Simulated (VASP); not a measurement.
## Sn: single point with PBE

The system is Sn.

```
Sn
1.0
    -2.90610    2.90610    1.58533
     2.90610   -2.90610    1.58533
     2.90610    2.90610   -1.58533
Sn
2
Direct
  0.00000 0.00000 0.00000
  0.75000 0.25000 0.50000
```

```yaml
Program: VASP 6.6.1
Task: single point
Functional: PBE
Potentials_or_basis: VASP PAW PBE potentials, release 64 (Sn_d)
Cutoff: 520 eV
k_mesh: 15 × 15 × 15
Occupations: fermi-dirac, width 0.05 eV
Spin: no spin polarisation
Dipole_correction: no
Further_INCAR_settings: ALGO = Normal; EDIFF = 1e-07; NBANDS = 21
```

* Pressure: 3.2 GPa
* Band gap on the k mesh: zero (bands 14 and 15 overlap by 4.37 eV)

Stress tensor (GPa, compression positive):
```
3.56 0.00 0.00
0.00 3.56 0.00
0.00 0.00 2.51
```

Levels at points of the mesh, in eV from the Fermi level:
```csv
k point,band 11,band 12,band 13,band 14,band 15,band 16,band 17,band 18
"(0.00, 0.00, 0.00)",-11.24,-3.58,-2.01,-2.01,2.96,6.31,6.31,6.91
```

Run time: 4.1 min on 1 thread of Intel(R) Xeon(R) Platinum 8259CL CPU @ 2.50GHz (Skylake/Cascade Lake) (shared host), peak memory 0.39 GiB.

Caveat: the cell stands under pressure; spin-orbit coupling is left out, which moves the levels of the heavy elements.
